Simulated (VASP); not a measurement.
Set up this calculation in VASP 6.6.1, as the native input.

* Task: single point
* Functional: PBE
* Potentials or basis: VASP PAW PBE potentials, release 64 (Zr_sv, Nb_sv, N)
* Cutoff: 520 eV
* k mesh: 12 × 12 × 6
* Occupations: gaussian, width 0.1 eV
* Spin: no spin polarisation
* Dipole correction: no
* Further INCAR settings: ALGO = Normal; EDIFF = 1e-06; NBANDS = 35

The structure of Zr2NbN3 lies in POSCAR:

```
Zr2NbN3
1.0
    3.0992122119      0.0000000000      0.0000000000
    0.0000000000      3.0992122119      0.0000000000
    0.0000000000      0.0000000000      8.4314750168
Zr Nb N
2 1 3
Direct
    0.0000000000      0.5000000000      0.6458851850
    0.5000000000      0.0000000000      0.3541148150
    0.0000000000      0.0000000000      0.0000000000
    0.5000000000      0.5000000000      0.0000000000
    0.0000000000      0.5000000000      0.3773616776
    0.5000000000      0.0000000000      0.6226383224
```

The cell was generated, and may not be a known phase.

These files were run (other wordings do the same):

INCAR

```
PREC = Accurate
ENCUT = 520
EDIFF = 1E-6
ISMEAR = 0
SIGMA = 0.1
LREAL = F
LASPH = T
NELM = 60
ALGO = Normal
ISIF = 2
LWAVE = F
LCHARG = F
GGA = PE
NBANDS = 35
```

KPOINTS

```
regular mesh
0
Gamma
  12 12 6
```

Potentials or basis: VASP PAW PBE potentials, release 64 (Zr_sv, Nb_sv, N).

The run is started by

```bash
$ cat potpaw_PBE.64/Zr_sv/POTCAR potpaw_PBE.64/Nb_sv/POTCAR potpaw_PBE.64/N/POTCAR > POTCAR
$ mpirun -np 1 vasp_std > vasp.out
```

It gave:

```json
{
  "Pressure": "0.0 GPa",
  "Largest force": "0.022 eV/Å",
  "Band gap on the k mesh": "zero (bands 26 and 27 overlap by 3.46 eV)"
}
```

Wall time 120 s on 1 thread of Intel(R) Xeon(R) 6975P-C (Granite Rapids), on a shared host, peak memory 0.39 GiB.
